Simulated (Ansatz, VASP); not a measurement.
**BN: VASP beside Ansatz**

INCAR

```
ALGO = Normal ; EDIFF = 1E-6
ENCUT = 520 ; GGA = PE
ISIF = 2 ; ISMEAR = 0
LASPH = True ; LCHARG = True
LELF = True ; LREAL = False
LVHAR = True ; LWAVE = False
NBANDS = 11 ; NELM = 60
PREC = Accurate ; SIGMA = 0.05
```

Contents of KPOINTS:

```
k-points
0
Gamma
  12 12 12
```

Contents of POSCAR:

```
BN
1.0
    0.0000000000      1.8123485119      1.8123485119
    1.8123485119      0.0000000000      1.8123485119
    1.8123485119      1.8123485119      0.0000000000
B N
1 1
Direct
   -0.0827655382     -0.0827655382      0.0827655382
    0.7500000000      0.7500000000      0.7500000000
```

Input for Ansatz:

```yaml
crystal:
  lattice:
    - [0.0, 1.8123485119, 1.8123485119]
    - [1.8123485119, 0.0, 1.8123485119]
    - [1.8123485119, 1.8123485119, 0.0]
  atoms:
    - { symbol: B, position: [-0.0827655382, -0.0827655382, 0.0827655382] }
    - { symbol: "N", position: [0.75, 0.75, 0.75] }
basis:
  ecutwfc: 420
kpoints:
  mp_grid: { grid: [12, 12, 12] }
hamiltonian:
  xc: pbe
scf:
  occupations: { method: gaussian, width: 0.05 }
output:
  forces: true
  stress: true
  eigenvalues: true
```

Change from the starting cell: all B atoms moved -0.300 Å, as atom 1 along Cartesian [0 0 1].

Alike in both runs: task single point; functional PBE; k mesh 12 × 12 × 12; occupations gaussian, width 0.05 eV; no spin polarisation.

|  | VASP | Ansatz |
| --- | --- | --- |
| version | VASP 6.6.1 | Ansatz 0.2.0 |
| potentials or method | VASP PAW PBE potentials, release 64 (B, N), cutoff 520 eV | scalar-relativistic, plane waves, PAW |
| valence electrons in the cell | 8 | 8 |

```tsv
	VASP	Ansatz	Ansatz less VASP
gap on the k mesh at the Fermi level (eV)	2.11	2.12	+0.012
least direct gap on the mesh (eV)	6.42	6.42	+0.004
pressure (GPa)	24.1	24.2	+0.01
traceless stress, the component that is largest in VASP (GPa)	-7.22	-7.05	+0.161
rms of the force components (eV/Å)	3.329	3.325	-0.0036
```

Atom by atom the forces differ by 0.004 eV/Å (rms over components).
